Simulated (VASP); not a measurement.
# Ge (Fd-3m) in VASP: a series of runs

Ge is run at these levels: PBE; tasks: single point, relaxation of cell and atoms.

Program: VASP 6.6.1. These are calculated values, not measurements. Logs are shortened: lines on timing, memory, paths and dates and some standing lists are left out, and cuts for length are marked.

**Measured values to compare with.**

From “Electronic and optical properties of SixGe1-x-ySny alloys lattice-matched to Ge”, 2021, arxiv:2109.02782, for a bulk crystal of Ge at 300 K: band gap 0.807 eV (direct).

How close the calculation comes is told below.

### Step 1. The cell of the first run

Symmetry: Fd-3m, No. 227, cubic system. The conventional cell has a = 5.761 Å, b = 5.761 Å, c = 5.761 Å, α = 90.00°, β = 90.00°, γ = 90.00°. Within 3.3 Å of Ge (site symmetry -43m) lie 4 Ge at 2.49 Å.

### Step 2. Single point, PBE

The input, INCAR:

```
SYSTEM = Ge
  ALGO = Normal
  EDIFF = 1E-6
  ENCUT = 520
  GGA = PE
  ISIF = 2
  ISMEAR = 0
  LASPH = .True.
  LCHARG = .True.
  LELF = .True.
  LREAL = .False.
  LVHAR = .True.
  LWAVE = .False.
  NBANDS = 21
  NELM = 60
  PREC = Accurate
  SIGMA = 0.1
```

The input, KPOINTS:

```
k-points
0
Gamma
  14 14 14
  0 0 0
```

The input, POSCAR:

```
Ge
1.0
    0.0000000000      2.8805347708      2.8805347708
    2.8805347708      0.0000000000      2.8805347708
    2.8805347708      2.8805347708      0.0000000000
Ge
2
Direct
    0.5000000000      0.5000000000      0.5000000000
    0.7500000000      0.7500000000      0.7500000000
```

Potentials or basis: VASP PAW PBE potentials, release 64 (Ge_d).

Command:

```sh
$ cat potpaw_PBE.64/Ge_d/POTCAR > POTCAR
$ mpirun -np 1 vasp_std > vasp.out
```

OUTCAR:

```text
SYSTEM = Ge
   EDIFF = 1E-6
   ENCUT = 520
   GGA = PE
   ISIF = 2
   ISMEAR = 0
   LASPH = .True.
   LREAL = .False.
   NELM = 60
   PREC = Accurate

 ion  position               nearest neighbor table
   1  0.500  0.500  0.500-   2 2.49   2 2.49   2 2.49   2 2.49
   2  0.750  0.750  0.750-   1 2.49   1 2.49   1 2.49   1 2.49

  LATTYP: Found a face centered cubic cell.
 ALAT       =     5.7610695416

  Lattice vectors:

 A1 = (   0.0000000000,   2.8805347708,   2.8805347708)
 A2 = (   2.8805347708,   0.0000000000,   2.8805347708)
 A3 = (   2.8805347708,   2.8805347708,   0.0000000000)

Analysis of symmetry for initial positions (statically):
=====================================================================
 Subroutine PRICEL returns:
 Original cell was already a primitive cell.

 Routine SETGRP: Setting up the symmetry group for a
 face centered cubic supercell.

 Subroutine GETGRP returns: Found 48 space group operations
 (whereof 24 operations were pure point group operations)
 out of a pool of 48 trial point group operations.

The static configuration has the point symmetry T_d .
 The point group associated with its full space group is O_h .

Analysis of symmetry for dynamics (positions and initial velocities):
=====================================================================
 Subroutine PRICEL returns:
 Original cell was already a primitive cell.

 Routine SETGRP: Setting up the symmetry group for a
 face centered cubic supercell.

 Subroutine GETGRP returns: Found 48 space group operations
 (whereof 24 operations were pure point group operations)
 out of a pool of 48 trial point group operations.

The dynamic configuration has the point symmetry T_d .
 The point group associated with its full space group is O_h .

 Subroutine INISYM returns: Found 48 space group operations
 (whereof 24 operations are pure point group operations),
 and found     1 'primitive' translations

----------------------------------------------------------------------------------------

                                     Primitive cell

  volume of cell :      47.8024

  direct lattice vectors                    reciprocal lattice vectors
     0.000000000  2.880534771  2.880534771    -0.173578880  0.173578880  0.173578880
     2.880534771  0.000000000  2.880534771     0.173578880 -0.173578880  0.173578880
     2.880534771  2.880534771  0.000000000     0.173578880  0.173578880 -0.173578880

  length of vectors
     4.073691340  4.073691340  4.073691340     0.300647440  0.300647440  0.300647440

  position of ions in fractional coordinates (direct lattice)
     0.500000000  0.500000000  0.500000000
     0.750000000  0.750000000  0.750000000

  ion indices of the primitive-cell ions
   primitive index   ion index
                 1           1
                 2           2

----------------------------------------------------------------------------------------

 KPOINTS: k-points

Automatic generation of k-mesh.
 Grid dimensions read from file:
 generate k-points for:   14   14   14

 Generating k-lattice:

  Cartesian coordinates                     Fractional coordinates (reciprocal lattice)
    -0.012398491  0.012398491  0.012398491     0.071428571  0.000000000  0.000000000
     0.012398491 -0.012398491  0.012398491     0.000000000  0.071428571  0.000000000
     0.012398491  0.012398491 -0.012398491     0.000000000  0.000000000  0.071428571

  Length of vectors
     0.021474817  0.021474817  0.021474817

  Shift w.r.t. Gamma in fractional coordinates (k-lattice)
     0.000000000  0.000000000  0.000000000

 Subroutine IBZKPT returns following result:
 ===========================================

 Found    104 irreducible k-points:

 Following reciprocal coordinates:
            Coordinates               Weight
  0.000000  0.000000  0.000000      1.000000
  0.071429  0.000000  0.000000      8.000000
  0.142857  0.000000  0.000000      8.000000
  0.214286  0.000000  0.000000      8.000000
  0.285714  0.000000  0.000000      8.000000
  0.357143  0.000000  0.000000      8.000000
[... 16 lines left out ...]
  0.214286  0.142857  0.000000     24.000000
  0.285714  0.142857  0.000000     24.000000
 [... further k-points ...]
   k-points           NKPTS =    104   k-points in BZ     NKDIM =    104   number of bands    NBANDS=     21
   number of dos      NEDOS =    301   number of ions     NIONS =      2
   total plane-waves  NPLWV =  27000
   dimension x,y,z NGX =    30 NGY =   30 NGZ =   30
   dimension x,y,z NGXF=    60 NGYF=   60 NGZF=   60
   ions per type =               2
   NGX,Y,Z   is equivalent  to a cutoff of  12.24, 12.24, 12.24 a.u.
   NGXF,Y,Z  is equivalent  to a cutoff of  24.49, 24.49, 24.49 a.u.
 SYSTEM =  Ge
   PREC   = accura    normal or accurate (medium, high low for compatibility)
   ISTART =      0    job   : 0-new  1-cont  2-samecut
   ICHARG =      2    charge: 1-file 2-atom 10-const
   ISPIN  =      1    spin polarized calculation?
   LNONCOLLINEAR =      F non collinear calculations
   LSORBIT =      F    spin-orbit coupling
   LASPH  =      T    aspherical Exc in radial PAW
   ENCUT  =  520.0 eV  38.22 Ry    6.18 a.u.   7.57  7.57  7.57*2*pi/ulx,y,z
   NELM   =     60;   NELMIN=  2; NELMDL= -5     # of ELM steps
   EDIFF  = 0.1E-05   stopping-criterion for ELM
   LREAL  =      F    real-space projection
   EDIFFG = 0.1E-04   stopping-criterion for IOM
   NSW    =      0    number of steps for IOM
   IBRION =     -1    ionic relax: 0-MD 1-quasi-New 2-CG
   NFREE  =      0    steps in history (QN), initial steepest desc. (CG)
   ISIF   =      2    stress and relaxation
   ISYM   =      2    0-nonsym 1-usesym 2-fastsym
   POTIM  = 0.5000    time-step for ionic-motion
   TEBEG  =    0.0;   TEEND  =   0.0 temperature during run
   PSTRESS=    0.0 pullay stress
   NELECT =      28.0000    total number of electrons
   NUPDOWN=      -1.0000    fix difference up-down
   EMIN   =  10.00;   EMAX   =-10.00  energy-range for DOS
   EFERMI =   0.00;   METHOD = LEGACY
   ISMEAR =     0;   SIGMA  =   0.10  broadening in eV -4-tet -1-fermi 0-gaus
   EFERMI_NEDOS =   21; number of points for ismear=-14 and -15
   IALGO  =     38    algorithm
   IMIX   =      4    mixing-type and parameters
     AMIX     =   0.40;   BMIX     =  1.00
     AMIX_MAG =   1.60;   BMIX_MAG =  1.00
  volume/ion in A,a.u.               =      23.90       161.29
  Fermi-wavevector in a.u.,A,eV,Ry     =   1.369760  2.588471 25.527818  1.876242
  Thomas-Fermi vector in A             =   2.495606
   LORBIT       =      0    0 simple, 1 ext, 2 COOP (PROOUT), +10 PAW based schemes
   GGA     = PE    functional components
   LHFCALC =     F    Hartree Fock is set to
   AEXX    =    0.0000 exact exchange contribution
   IVDW    =     0    specifies the selected vdW correction
   LEPSILON=     F    determine dielectric tensor
   LRPA    =     F    only Hartree local field effects (RPA)
 non-spin polarized calculation
 Gauss-broadening in eV      SIGMA  =   0.10
  energy-cutoff  :      520.00
  volume of cell :       47.80
 maximum number of plane-waves:      1308
   NGX = 15   NGY = 15   NGZ = 15

 number of electron      27.9999979 magnetization

 Free energy of the ion-electron system (eV)
  ---------------------------------------------------
  ext. energy  EPLUGINS =         0.00000000
  ---------------------------------------------------
  free energy    TOTEN  =        -9.03688850 eV

  energy without entropy =       -9.03647238  energy(sigma->0) =       -9.03668044

 E-fermi :   4.4692     XC(G=0):  -9.6703

 val. band max:        4.3639014627   @ k =  -0.0714   0.0714   0.0000
 cond. band min:       4.4774483211   @ k =   0.0000   0.0000   0.0000
 fundamental gap:      0.1135468584
 Fermi energy:         4.4692221329

 k-point     1 :       0.0000    0.0000    0.0000
  band No.  band energies     occupation
      1     -20.2684      2.00000
      2     -20.2684      2.00000
      3     -20.2684      2.00000
      4     -20.2362      2.00000
      5     -20.2362      2.00000
      6     -20.0532      2.00000
[... 13 lines left out ...]
     20      13.8164      0.00000
     21      13.8164      0.00000

 k-point     2 :       0.0714    0.0000    0.0000
  band No.  band energies     occupation
      1     -20.2711      2.00000
      2     -20.2711      2.00000
      3     -20.2676      2.00000
      4     -20.2325      2.00000
      5     -20.2325      2.00000
      6     -20.0585      2.00000
[... 13 lines left out ...]
     20      13.3877      0.00000
     21      13.3877      0.00000

 k-point     3 :       0.1429    0.0000    0.0000
  band No.  band energies     occupation
      1     -20.2767      2.00000
      2     -20.2767      2.00000
      3     -20.2655      2.00000
      4     -20.2244      2.00000
      5     -20.2244      2.00000
      6     -20.0665      2.00000
[... 13 lines left out ...]
     20      12.8672      0.00000
     21      12.8672      0.00000

 k-point     4 :       0.2143    0.0000    0.0000
  band No.  band energies     occupation
      1     -20.2819      2.00000
      2     -20.2819      2.00000
      3     -20.2624      2.00000
      4     -20.2156      2.00000
      5     -20.2156      2.00000
      6     -20.0738      2.00000
[... 13 lines left out ...]
     20      12.6637      0.00000
     21      12.6637      0.00000

 k-point     5 :       0.2857    0.0000    0.0000
  band No.  band energies     occupation
      1     -20.2858      2.00000
      2     -20.2858      2.00000
      3     -20.2589      2.00000
      4     -20.2083      2.00000
      5     -20.2083      2.00000
      6     -20.0794      2.00000
[... 13 lines left out ...]
     20      12.9055      0.00000
     21      12.9055      0.00000
[... 382 lines left out ...]
     20      12.7046      0.00000
     21      13.2426      0.00000

 k-point    22 :       0.1429    0.1429    0.0000
  band No.  band energies     occupation
      1     -20.2750      2.00000
      2     -20.2748      2.00000
      3     -20.2748      2.00000
      4     -20.2263      2.00000
      5     -20.2112      2.00000
      6     -20.0894      2.00000
[... 13 lines left out ...]
     20      12.2421      0.00000
     21      14.1532      0.00000

 k-point    23 :       0.2143    0.1429    0.0000
  band No.  band energies     occupation
      1     -20.2825      2.00000
      2     -20.2786      2.00000
      3     -20.2701      2.00000
      4     -20.2198      2.00000
      5     -20.2009      2.00000
      6     -20.1007      2.00000
[... 13 lines left out ...]
     20      12.9836      0.00000
     21      14.0889      0.00000

 k-point    24 :       0.2857    0.1429    0.0000
  band No.  band energies     occupation
      1     -20.2898      2.00000
      2     -20.2829      2.00000
      3     -20.2630      2.00000
      4     -20.2118      2.00000
      5     -20.1917      2.00000
      6     -20.1093      2.00000
[... 13 lines left out ...]
     20      13.5985      0.00000
     21      14.1265      0.00000

 [... further k-points ...]

------------------------ aborting loop because EDIFF is reached ----------------------------------------

  FORCE on cell =-STRESS in cart. coord.  units (eV):
  Direction    XX          YY          ZZ          XY          YZ          ZX
  --------------------------------------------------------------------------------------
  -------------------------------------------------------------------------------------
  Total       -0.0288035     -0.0288035     -0.0288035      0.0000000      0.0000000     -0.0000000
  in kB       -0.9653966     -0.9653966     -0.9653966      0.0000000      0.0000000     -0.0000000
  external PRESSURE =      -0.9653966 kB  Pullay stress =       0.0000000 kB

 VOLUME and BASIS-vectors are now :
 -----------------------------------------------------------------------------
  energy-cutoff  :      520.00
  volume of cell :       47.80
      direct lattice vectors                 reciprocal lattice vectors
     0.000000000  2.880534771  2.880534771    -0.173578880  0.173578880  0.173578880
     2.880534771  0.000000000  2.880534771     0.173578880 -0.173578880  0.173578880
     2.880534771  2.880534771  0.000000000     0.173578880  0.173578880 -0.173578880

 POSITION                                       TOTAL-FORCE (eV/Angst)
 -----------------------------------------------------------------------------------
      2.88053      2.88053      2.88053         0.000000      0.000000      0.000000
      4.32080      4.32080      4.32080        -0.000000     -0.000000     -0.000000
 -----------------------------------------------------------------------------------
    total drift:                                0.000000     -0.000000     -0.000000

  FREE ENERGIE OF THE ION-ELECTRON SYSTEM (eV)
  ---------------------------------------------------
  free  energy   TOTEN  =        -9.0368885004 eV

  energy  without entropy=       -9.0364723763  energy(sigma->0) =       -9.03668044
```

Wall time 2.8 min (1 thread of AMD EPYC 7R43 (Zen 3), shared host); peak memory 0.18 GiB.

What came out:

- Free energy: -9.0369 eV
- Pressure: -0.1 GPa
- Band gap on the k mesh: zero (filled and empty bands touch)

Caveat: semilocal functionals underestimate gaps, and a narrow one can read as zero.

### Step 3. Single point, PBE

The input, INCAR:

```
SYSTEM = Ge
PREC     = Accurate       ! precision mode
ENCUT    = 520            ! plane-wave cutoff, eV
EDIFF    = 1E-7           ! SCF threshold, eV
ISMEAR   = -1             ! smearing method
SIGMA    = 0.15           ! smearing width, eV
LREAL    = .FALSE.        ! projectors in reciprocal space
LASPH    = .TRUE.         ! aspherical terms in the spheres
NELM     = 80             ! most SCF steps
ALGO     = Normal         ! electronic algorithm
ISIF     = 2              ! what is computed and relaxed
LWAVE    = .FALSE.        ! write WAVECAR
LCHARG   = .FALSE.        ! write CHGCAR
GGA      = PE             ! functional
NBANDS   = 21             ! bands
```

The input, KPOINTS:

```
Automatic mesh
0
G
  14 14 14
  0 0 0
```

The input, POSCAR:

```
Ge
1.0
    0.0000000000      2.8818279658      2.8818279658
    2.8818279658      0.0000000000      2.8818279658
    2.8818279658      2.8818279658      0.0000000000
Ge
2
Direct
    0.5000000000      0.5000000000      0.5000000000
    0.7500000000      0.7500000000      0.7500000000
```

Potentials or basis: VASP PAW PBE potentials, release 64 (Ge_d).

Command:

```sh
$ cat potpaw_PBE.64/Ge_d/POTCAR > POTCAR
$ mpirun -np 1 vasp_std > vasp.out
```

It took 2.6 min on 1 thread of AMD EPYC 7R43 (Zen 3), shared host; peak memory 0.18 GiB.

It converged, with:

* Free energy: -9.0401 eV
* Pressure: -0.1 GPa
* Band gap on the k mesh: zero (filled and empty bands touch)

Levels at points of the mesh, in eV from the Fermi level:
| k point | band 12 | band 13 | band 14 | band 15 | band 16 | band 17 |
| --- | --- | --- | --- | --- | --- | --- |
| (0.00, 0.00, 0.00) | -0.52 | -0.06 | -0.06 | -0.06 | 2.47 | 2.47 |
| (0.50, 0.00, 0.00) | -7.41 | -1.38 | -1.38 | -0.03 | 3.66 | 3.66 |
| (0.50, 0.50, 0.00) | -8.74 | -2.94 | -2.94 | 0.76 | 0.76 | 9.01 |

Caveat: semilocal functionals underestimate gaps, and a narrow one can read as zero.

### Step 4. Single point, PBE (24.41 Å³/atom)

This run uses another cell than the first one, of 24.41 Å³/atom.

The input, INCAR:

```
SYSTEM = Ge
PREC = Accurate
ENCUT = 520
EDIFF = 1E-6
ISMEAR = -1
SIGMA = 0.15
LREAL = .FALSE.
LASPH = .TRUE.
NELM = 60
ALGO = Normal
ISIF = 2
LWAVE = .FALSE.
LCHARG = .FALSE.
GGA = PE
NBANDS = 21
```

The input, KPOINTS:

```
regular mesh
0
G
  14 14 14
  0 0 0
```

The input, POSCAR:

```
Ge
1.0
    0.0000000000      2.9009134754      2.9009134754
    2.9009134754      0.0000000000      2.9009134754
    2.9009134754      2.9009134754      0.0000000000
Ge
2
Direct
    0.5000000000      0.5000000000      0.5000000000
    0.7500000000      0.7500000000      0.7500000000
```

Command:

```sh
$ cat potpaw_PBE.64/Ge_d/POTCAR > POTCAR
$ mpirun -np 1 vasp_std > vasp.out
```

It took 2.6 min on 1 thread of AMD EPYC 7R43 (Zen 3), shared host; peak memory 0.18 GiB.

Results (log left out):

* Free energy: -9.0367 eV
* Pressure: -1.2 GPa
* Band gap on the k mesh: zero (bands 14 and 15 overlap by 0.03 eV)

Levels at points of the mesh, in eV from the Fermi level:
| k point | band 10 | band 11 | band 12 | band 13 | band 14 | band 15 | band 16 | band 17 | band 18 | band 19 |
| --- | --- | --- | --- | --- | --- | --- | --- | --- | --- | --- |
| (0.00, 0.00, 0.00) | -24.55 | -12.26 | -0.67 | -0.04 | -0.04 | -0.04 | 2.48 | 2.48 | 2.48 | 6.21 |
| (0.50, 0.00, 0.00) | -24.52 | -10.35 | -7.31 | -1.33 | -1.33 | -0.07 | 3.67 | 3.67 | 7.05 | 10.06 |
| (0.50, 0.50, 0.00) | -24.51 | -8.65 | -8.65 | -2.86 | -2.86 | 0.80 | 0.80 | 8.87 | 8.87 | 10.84 |

Caveat: semilocal functionals underestimate gaps, and a narrow one can read as zero.

(Part 1 of 2 ends here.)

The gap in the log of VASP goes by the Fermi energy; the results here count the filled bands.